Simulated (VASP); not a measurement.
**CsPbBr3: single point with PBEsol**

CsPbBr3:

```
Cs Pb Br
1.0
     5.87000    0.00000    0.00000
     0.00000    6.04610    0.00000
     0.00000    0.00000    5.87000
Cs Pb Br
1 1 3
Direct
  0.00000 0.00000 0.00000
  0.50000 0.50000 0.50000
  0.00000 0.50000 0.50000
  0.50000 0.00000 0.50000
  0.50000 0.50000 0.00000
```

This cell differs from its parent crystal: strain +0.0300 x Voigt [0, 1, 0, 0, 0, 0].

```json
{
  "Program": "VASP 6.6.1",
  "Task": "single point",
  "Functional": "PBEsol",
  "Potentials or basis": "VASP PAW PBE potentials, release 64 (Cs_sv, Pb_d, Br)",
  "Cutoff": "520 eV",
  "k mesh": "6 × 6 × 6",
  "Occupations": "gaussian, width 0.05 eV",
  "Spin": "no spin polarisation",
  "Dipole correction": "no",
  "Further INCAR settings": "ALGO = Normal; EDIFF = 1e-07; NBANDS = 30"
}
```

```yaml
Pressure: -0.5 GPa
Band_gap_on_the_k_mesh: 1.41 eV
```

Stress tensor (GPa, compression positive):
```
-0.16  0.00  0.00
 0.00 -1.28  0.00
 0.00  0.00 -0.16
```

Levels at points of the mesh, in eV from the valence-band top:
```tsv
k point	band 19	band 20	band 21	band 22	band 23	band 24	band 25	band 26
(0.00, 0.00, 0.00)	-1.97	-1.87	-1.87	-1.87	3.01	4.17	4.24	4.90
(0.50, 0.00, 0.00)	-2.10	-1.98	-1.96	-1.29	2.58	4.50	4.94	5.05
(0.00, 0.50, 0.00)	-2.07	-1.97	-1.97	-1.46	2.49	4.40	5.02	5.09
(0.50, 0.50, 0.00)	-2.15	-2.12	-1.53	-0.72	1.99	2.17	4.98	5.22
(0.50, 0.00, 0.50)	-2.20	-2.13	-1.50	-0.55	2.07	2.07	4.49	5.23
(0.50, 0.50, 0.50)	-1.52	-1.52	-1.49	0.00	1.41	1.60	1.60	4.52
```

Run time: 110 s on 1 thread of Intel(R) Xeon(R) 6975P-C (Granite Rapids) (shared host), peak memory 0.47 GiB.

Caveat: the cell differs from its parent crystal (strain +0.0300 x Voigt [0, 1, 0, 0, 0, 0]); the PAW data sets were made with another functional, which shifts forces and pressure a little; spin-orbit coupling is left out, which moves the levels of the heavy elements. A k mesh can miss the band edges.
